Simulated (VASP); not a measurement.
# P2Se2O (P6/mmm) in VASP: a series of runs, part 2 of 2

VASP 6.6.1. Earlier steps stand in the parts before.

## Step 3: Single point, PBE+D3(BJ)

This run uses another cell than the first one, of 22.27 Å³/atom.

The input, INCAR:

```
SYSTEM = P2Se2O
ALGO     = Normal         ! electronic algorithm
EDIFF    = 1E-7           ! SCF threshold, eV
ENCUT    = 520            ! plane-wave cutoff, eV
GGA      = PE             ! functional
ISIF     = 2              ! what is computed and relaxed
ISMEAR   = 0              ! smearing method
IVDW     = 12             ! dispersion correction
LASPH    = .TRUE.         ! aspherical terms in the spheres
LCHARG   = .FALSE.        ! write CHGCAR
LREAL    = .FALSE.        ! projectors in reciprocal space
LWAVE    = .FALSE.        ! write WAVECAR
NBANDS   = 22             ! bands
NELM     = 100            ! most SCF steps
PREC     = Accurate       ! precision mode
SIGMA    = 0.1            ! smearing width, eV
```

The input, KPOINTS:

```
k-points
0
G
  12 12 8
  0 0 0
```

The input, POSCAR:

```
P2Se2O
1.0
    4.8068109875      0.0000000000      0.0000000000
   -2.4034054938      4.1628204263      0.0000000000
    0.0000000000      0.0000000000      5.5637305451
P Se O
2 2 1
Direct
    0.0000000000      0.0000000000      0.2083049426
    0.0000000000      0.0000000000      0.7916950574
    0.3333333333      0.6666666667      0.0000000000
    0.6666666667      0.3333333333      0.0000000000
    0.0000000000      0.0000000000      0.5000000000
```

Potentials or basis: VASP PAW PBE potentials, release 64 (P, Se, O).

The run is started by

```
> cat potpaw_PBE.64/P/POTCAR potpaw_PBE.64/Se/POTCAR potpaw_PBE.64/O/POTCAR > POTCAR
> mpirun -np 1 vasp_std > vasp.out
```

OUTCAR:

```text
SYSTEM = P2Se2O
   EDIFF = 1E-7
   ENCUT = 520
   GGA = PE
   ISIF = 2
   ISMEAR = 0
   IVDW = 12
   LASPH = .TRUE.
   LREAL = .FALSE.
   NELM = 100
   PREC = Accurate
 IVDW          = 12

 ion  position               nearest neighbor table
   1  0.000  0.000  0.208-   5 1.62   2 2.32
   2  0.000  0.000  0.792-   5 1.62   1 2.32
   3  0.333  0.667  0.000-   4 2.78   4 2.78   4 2.78
   4  0.667  0.333  0.000-   3 2.78   3 2.78   3 2.78
   5  0.000  0.000  0.500-   1 1.62   2 1.62

  LATTYP: Found a hexagonal cell.
 ALAT       =     4.8068109875
 C/A-ratio  =     1.1574681342

  Lattice vectors:

 A1 = (   4.8068109875,   0.0000000000,   0.0000000000)
 A2 = (  -2.4034054938,   4.1628204263,   0.0000000000)
 A3 = (   0.0000000000,   0.0000000000,   5.5637305451)

Analysis of symmetry for initial positions (statically):
=====================================================================
 Subroutine PRICEL returns:
 Original cell was already a primitive cell.

 Routine SETGRP: Setting up the symmetry group for a
 hexagonal supercell.

 Subroutine GETGRP returns: Found 24 space group operations
 (whereof 24 operations were pure point group operations)
 out of a pool of 24 trial point group operations.

The static configuration has the point symmetry D_6h.

Analysis of symmetry for dynamics (positions and initial velocities):
=====================================================================
 Subroutine PRICEL returns:
 Original cell was already a primitive cell.

 Routine SETGRP: Setting up the symmetry group for a
 hexagonal supercell.

 Subroutine GETGRP returns: Found 24 space group operations
 (whereof 24 operations were pure point group operations)
 out of a pool of 24 trial point group operations.

The dynamic configuration has the point symmetry D_6h.

 Subroutine INISYM returns: Found 24 space group operations
 (whereof 24 operations are pure point group operations),
 and found     1 'primitive' translations
[... 121 lines left out ...]
     AMIX_MAG =   1.60;   BMIX_MAG =  1.00
  volume/ion in A,a.u.               =      22.27       150.26
  Fermi-wavevector in a.u.,A,eV,Ry     =   1.033373  1.952792 14.529123  1.067860
  Thomas-Fermi vector in A             =   2.167617
   LORBIT       =      0    0 simple, 1 ext, 2 COOP (PROOUT), +10 PAW based schemes
   GGA     = PE    functional components
   LHFCALC =     F    Hartree Fock is set to
   AEXX    =    0.0000 exact exchange contribution
   IVDW    =    12    specifies the selected vdW correction
   LEPSILON=     F    determine dielectric tensor
   LRPA    =     F    only Hartree local field effects (RPA)
 non-spin polarized calculation
 Gauss-broadening in eV      SIGMA  =   0.10
  energy-cutoff  :      520.00
  volume of cell :      111.33
 maximum number of plane-waves:      3021
 NGX is ok and might be reduce to    36
   NGX = 17   NGY = 17   NGZ = 21

 number of electron      28.0000001 magnetization

 Free energy of the ion-electron system (eV)
  ---------------------------------------------------
  ext. energy  EPLUGINS =         0.00000000
  ---------------------------------------------------
  free energy    TOTEN  =       -21.53561800 eV

  energy without entropy =      -21.52248127  energy(sigma->0) =      -21.52904964

 E-fermi :   3.7482     XC(G=0):  -8.6880

 val. band max:        3.7422236599   @ k =   0.2500   0.1667   0.0000
 cond. band min:       3.7698182822   @ k =   0.1667   0.0000   0.0000
 fundamental gap:      0.0275946223
 Fermi energy:         3.7481611808

 k-point     1 :       0.0000    0.0000    0.0000
  band No.  band energies     occupation
      1     -19.1061      2.00000
      2     -11.6499      2.00000
      3      -9.8750      2.00000
      4      -7.3122      2.00000
      5      -6.1744      2.00000
      6      -3.2092      2.00000
[... 589 lines left out ...]
     21       9.9323      0.00000
     22      11.3749      0.00000

 [... further k-points ...]

------------------------ aborting loop because EDIFF is reached ----------------------------------------

 Edisp (eV)   -1.22688

 E8    (eV) :    -0.4633

  FORCE on cell =-STRESS in cart. coord.  units (eV):
  Direction    XX          YY          ZZ          XY          YZ          ZX
  --------------------------------------------------------------------------------------
  -------------------------------------------------------------------------------------
  Total      -0.00913    -0.00913    -0.39922     0.00000    -0.00000     0.00000
  in kB      -0.13134    -0.13134    -5.74522     0.00000    -0.00000     0.00000
  external pressure =       -2.00 kB  Pullay stress =        0.00 kB

 VOLUME and BASIS-vectors are now :
 -----------------------------------------------------------------------------
  energy-cutoff  :      520.00
  volume of cell :      111.33
      direct lattice vectors                 reciprocal lattice vectors
     4.806810987  0.000000000  0.000000000     0.208038136  0.120110874  0.000000000
    -2.403405494  4.162820426  0.000000000     0.000000000  0.240221748  0.000000000
     0.000000000  0.000000000  5.563730545     0.000000000  0.000000000  0.179735520

 POSITION                                       TOTAL-FORCE (eV/Angst)
 -----------------------------------------------------------------------------------
      0.00000      0.00000      1.15895         0.000000     -0.000000      0.150894
      0.00000      0.00000      4.40478        -0.000000      0.000000     -0.150894
     -0.00000      2.77521      0.00000        -0.000000      0.000000     -0.000000
      2.40341      1.38761      0.00000         0.000000     -0.000000      0.000000
      0.00000      0.00000      2.78187        -0.000000     -0.000000      0.000000
 -----------------------------------------------------------------------------------
    total drift:                                0.000000      0.000000      0.000000

  FREE ENERGIE OF THE ION-ELECTRON SYSTEM (eV)
  ---------------------------------------------------
  free  energy   TOTEN  =       -22.7624993095 eV

  energy  without entropy=      -22.7493625754  energy(sigma->0) =      -22.75593094
```

OSZICAR:

```text
N       E                     dE             d eps       ncg     rms          rms(c)
DAV:   1     0.138736506566E+03    0.13874E+03   -0.12098E+04  4180   0.109E+03
DAV:   2    -0.115157043310E+02   -0.15025E+03   -0.14448E+03  5698   0.202E+02
DAV:   3    -0.223585508027E+02   -0.10843E+02   -0.10672E+02  5076   0.572E+01
DAV:   4    -0.225220661456E+02   -0.16352E+00   -0.16332E+00  4964   0.788E+00
DAV:   5    -0.225252098921E+02   -0.31437E-02   -0.31434E-02  5314   0.105E+00    0.134E+01
DAV:   6    -0.215650139315E+02    0.96020E+00   -0.41375E+00  4436   0.141E+01    0.760E+00
DAV:   7    -0.215338388088E+02    0.31175E-01   -0.45795E-01  4698   0.498E+00    0.379E+00
DAV:   8    -0.215387360719E+02   -0.48973E-02   -0.10866E-01  5038   0.180E+00    0.780E-01
DAV:   9    -0.215351150599E+02    0.36210E-02   -0.17120E-02  4970   0.745E-01    0.194E-01
DAV:  10    -0.215354822295E+02   -0.36717E-03   -0.36083E-03  4764   0.372E-01    0.126E-01
DAV:  11    -0.215355325030E+02   -0.50274E-04   -0.36137E-04  4830   0.130E-01    0.491E-02
DAV:  12    -0.215356031215E+02   -0.70618E-04   -0.16172E-04  4672   0.847E-02    0.152E-02
DAV:  13    -0.215356161932E+02   -0.13072E-04   -0.27688E-05  4750   0.302E-02    0.632E-03
DAV:  14    -0.215356181393E+02   -0.19461E-05   -0.29719E-06  4816   0.132E-02    0.508E-03
DAV:  15    -0.215356179863E+02    0.15296E-06   -0.31485E-07  4826   0.525E-03    0.116E-03
DAV:  16    -0.215356180048E+02   -0.18479E-07   -0.26453E-07  4446   0.331E-03
   1 F= -.22762499E+02 E0= -.22755931E+02  d E =-.131367E-01
```

It took 2.5 min on 1 thread of Intel Xeon Platinum 8124M at 3.00GHz (Skylake/Cascade Lake), shared host; peak memory 0.38 GiB.

What came out:

- Free energy: -22.7625 eV
- Pressure: -0.2 GPa
- Largest force: 0.151 eV/Å
- Band gap on the k mesh: zero (bands 14 and 15 overlap by 1.85 eV)
- Dispersion energy per atom: -0.245 eV

Forces in eV/Å, atoms in the order of the input:
```
P    0.000  0.000  0.151
P    0.000  0.000 -0.151
Se   0.000  0.000  0.000
Se   0.000  0.000  0.000
O    0.000  0.000  0.000
```

## Step 4: Relaxation of cell and atoms, PBE+D3(BJ)

This run uses another cell than the first one, of 22.03 Å³/atom.

The input, INCAR:

```
PREC     = Accurate       # precision mode
ENCUT    = 600            # plane-wave cutoff, eV
EDIFF    = 1E-6           # SCF threshold, eV
ISMEAR   = 0              # smearing method
SIGMA    = 0.1            # smearing width, eV
LREAL    = F              # projectors in reciprocal space
LASPH    = T              # aspherical terms in the spheres
NELM     = 100            # most SCF steps
ALGO     = Normal         # electronic algorithm
ISIF     = 3              # what is computed and relaxed
LWAVE    = F              # write WAVECAR
LCHARG   = F              # write CHGCAR
GGA      = PE             # functional
IVDW     = 12             # dispersion correction
IBRION   = 2              # ionic algorithm
NSW      = 100            # ionic steps
EDIFFG   = -0.01          # ionic threshold
```

The input, KPOINTS:

```
regular mesh
0
Gamma
  12 12 8
```

The input, POSCAR:

```
P2Se2O
1.0
    4.7273340209      0.0000000000      0.0000000000
   -2.3636670105      4.0939913543      0.0000000000
    0.0000000000      0.0000000000      5.6920604267
P Se O
2 2 1
Direct
    0.0000000000      0.0000000000      0.2131912318
    0.0000000000      0.0000000000      0.7868087682
    0.3333333333      0.6666666667      0.0000000000
    0.6666666667      0.3333333333      0.0000000000
    0.0000000000      0.0000000000      0.5000000000
```

The run is started by

```
> cat potpaw_PBE.64/P/POTCAR potpaw_PBE.64/Se/POTCAR potpaw_PBE.64/O/POTCAR > POTCAR
> mpirun -np 1 vasp_std > vasp.out
```

Wall time 16 min (1 thread of Intel Xeon Platinum 8124M at 3.00GHz (Skylake/Cascade Lake), shared host); peak memory 0.46 GiB.

It converged, with:

* Free energy: -22.7672 eV
* Relaxed volume: 22.24 Å³/atom
* Relaxed cell: a = 4.807 Å, b = 4.807 Å, c = 5.557 Å, α = 90.00°, β = 90.00°, γ = 120.00°
* Space group after relaxing (to 0.1 Å): P6/mmm (No. 191)
* Energy gained by relaxing: 5.6 meV/atom
* Ionic steps: 11
* Pressure after relaxing: 0.0 GPa
* Largest force after relaxing: 0.007 eV/Å
* Band gap on the k mesh: zero (bands 14 and 15 overlap by 1.85 eV)
* Dispersion energy per atom: -0.246 eV

Forces on the atoms (eV/Å):
```
P    0.000  0.000  0.007
P    0.000  0.000 -0.007
Se   0.000  0.000  0.000
Se   0.000  0.000  0.000
O    0.000  0.000  0.000
```

The path:
```
step  energy change (eV)  largest force (eV/Å)  pressure (GPa)  volume (Å³)
   1              0.0000                0.2353            0.17       110.16
   2             -0.0097                0.6041            1.03       110.52
   3             -0.0136                0.2881            0.69       110.40
   4             -0.0224                0.1570           -0.17       111.95
   5             -0.0229                0.1137           -0.44       112.47
   6             -0.0265                0.0939           -0.27       112.02
   7             -0.0278                0.0575           -0.08       111.57
   8             -0.0278                0.1036           -0.15       111.31
   9             -0.0280                0.0261           -0.12       111.44
  10             -0.0281                0.0016            0.08       111.08
  11             -0.0282                0.0071            0.02       111.19
```

Final structure:
```xyz
5
Lattice="4.8068 0.0000 0.0000 -2.4034 4.1628 0.0000 0.0000 0.0000 5.5566" Properties=species:S:1:pos:R:3 pbc="T T T"
P     0.0000    0.0000    1.1612
P     0.0000    0.0000    4.3954
Se    0.0000    2.7752    0.0000
Se    2.4034    1.3876    0.0000
O     0.0000    0.0000    2.7783
```

Levels at points of the mesh, in eV from the Fermi level:
```
           k point  band 10  band 11  band 12  band 13  band 14  band 15  band 16  band 17  band 18
(0.00, 0.00, 0.00)    -4.75    -3.57    -3.57    -1.02    -0.70    -0.70    -0.33    -0.10     4.04
(0.50, 0.00, 0.00)    -4.01    -1.94    -1.39    -1.33    -1.00     0.54     0.80     0.86     1.49
(0.00, 0.00, 0.50)    -4.73    -4.48    -4.48    -2.02    -0.43     1.07     1.07     2.90     3.10
(0.50, 0.00, 0.50)    -3.27    -2.16    -1.86    -1.73    -0.07     0.68     0.82     0.99     3.11
```

## Step 5: Summary

| task | cell | k mesh | cutoff (eV) | gap on the mesh (eV) | pressure (GPa) | relaxed volume (Å³/atom) | largest force (eV/Å) |
| --- | --- | --- | --- | --- | --- | --- | --- |
| relaxation of cell and atoms | relaxed from a = 4.712, b = 4.712, c = 5.836 Å, angles 90.0, 90.0, 120.0°, 5 atoms, atomic positions A | 6 × 6 × 4 | 600 | none | -0.1 | 22.03 | 0.01 |
| single point | a = 4.807, b = 4.807, c = 5.564 Å, angles 90.0, 90.0, 120.0°, 5 atoms, atomic positions B | 12 × 12 × 8 | 520 | none | -0.2 | - | 0.15 |
| relaxation of cell and atoms | relaxed from a = 4.727, b = 4.727, c = 5.692 Å, angles 90.0, 90.0, 120.0°, 5 atoms, atomic positions C | 12 × 12 × 8 | 600 | none | 0.0 | 22.24 | 0.01 |

Alike in all rows: level PBE+D3(BJ); potentials or basis VASP PAW PBE potentials, release 64 (P, Se, O); no spin polarisation; smearing gaussian 0.1 eV.

Absolute energies hang on the potentials; compare differences alone.
